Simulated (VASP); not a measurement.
Runs of VASP 6.6.1 on CdSe. The structure is that of space group F-43m (No. 216), or close to it. The cells are those of the table. 

```csv
task,cell,gap on the mesh (eV),pressure (GPa)
single point,"a = 4.301 Å, angles 60.0°, 2 atoms",(a),0.3
single point,"a = 4.323 Å, angles 60.0°, 2 atoms",0.45,-0.5
relaxation of volume and atoms at fixed shape,"relaxed from a = 4.342 Å, angles 60.0°, 2 atoms",0.47,0.0
single point,"a = 4.280 Å, angles 60.0°, 2 atoms",0.51,(b)
```

Alike in all rows: level PBEsol; potentials or basis VASP PAW PBE potentials, release 64 (Cd, Se); no spin polarisation; k mesh 6 × 6 × 6; cutoff (eV) 500; smearing gaussian 0.01 eV.

Problem. Estimate the missing entries.

Solution. (a) 0.48; (b) 1.1.

Caveats: the PAW data sets were made with another functional, which shifts forces and pressure a little.

A k mesh can miss the band edges, and the runs leave out spin-orbit coupling on Cd, Se.
